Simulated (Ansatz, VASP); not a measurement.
**Two plane-wave programs on GaSb3**

Contents of INCAR:

```
SYSTEM = GaSb3
PREC = Accurate
ENCUT = 520
EDIFF = 1E-7
ISMEAR = 0
SIGMA = 0.15
LREAL = .FALSE.
LASPH = .TRUE.
NELM = 60
ALGO = Normal
ISIF = 2
LWAVE = .FALSE.
LCHARG = .FALSE.
GGA = PS
NBANDS = 22
```

Contents of KPOINTS:

```
Automatic mesh
0
G
  10 10 10
  0 0 0
```

POSCAR

```
GaSb3
1.0
   -0.0486830498      3.6466703981      3.3793694579
    3.5979873483      0.0000000000      3.3306864081
    3.6466703981      3.6466703981     -0.0486830498
Ga Sb
1 3
Direct
    0.0000000000      0.0000000000      0.0000000000
    0.2500000000      0.2500000000      0.2500000000
    0.7500000000      0.7500000000      0.7500000000
    0.5000000000      0.5000000000      0.5000000000
```

Input for Ansatz:

```yaml
crystal:
  lattice:
    - [-0.0486830498, 3.6466703981, 3.3793694579]
    - [3.5979873483, 0.0, 3.3306864081]
    - [3.6466703981, 3.6466703981, -0.0486830498]
  atoms:
    - { symbol: Ga, position: [0.0, 0.0, 0.0] }
    - { symbol: Sb, position: [0.25, 0.25, 0.25] }
    - { symbol: Sb, position: [0.75, 0.75, 0.75] }
    - { symbol: Sb, position: [0.5, 0.5, 0.5] }
basis:
  ecutwfc: 420
kpoints:
  mp_grid: { grid: [10, 10, 10] }
hamiltonian:
  xc: pbesol
  pseudopotentials: { kind: paw, azcp: { folder: soft_1 } }
scf:
  occupations: { method: gaussian, width: 0.15 }
output:
  forces: true
  stress: true
  eigenvalues: true
```

Change from the starting cell: engineering shear strain xz -0.0267, normal strain along z -0.0733.

Alike in both runs: task single point; functional PBEsol; k mesh 10 × 10 × 10; occupations gaussian, width 0.15 eV; no spin polarisation.

|  | VASP | Ansatz |
| --- | --- | --- |
| version | VASP 6.6.1 | Ansatz 0.2.0 |
| potentials or method | VASP PAW PBE potentials, release 64 (Ga_d, Sb), cutoff 520 eV | scalar-relativistic, plane waves, PAW |
| valence electrons in the cell | 28 | 58 |

|  | VASP | Ansatz | Ansatz less VASP |
| --- | --- | --- | --- |
| gap on the k mesh at the Fermi level (eV) | none | none | - |
| pressure (GPa) | 6.3 | 6.2 | -0.10 |
| traceless stress, the component that is largest in VASP (GPa) | 1.22 | 1.20 | -0.024 |
| rms of the force components (eV/Å) | 0.042 | 0.041 | -0.0010 |

VASP's potentials were made for PBE, not for PBEsol, and Ansatz warns of the same on its side. Atom by atom the forces differ by 0.001 eV/Å (rms over components). A gap of «none» marks a metal or a gap that the smearing closes. VASP's potentials hold 28 valence electrons a cell and Ansatz's 58, so a difference there can come from the potentials and not from the codes.

Spin-orbit coupling is off throughout.
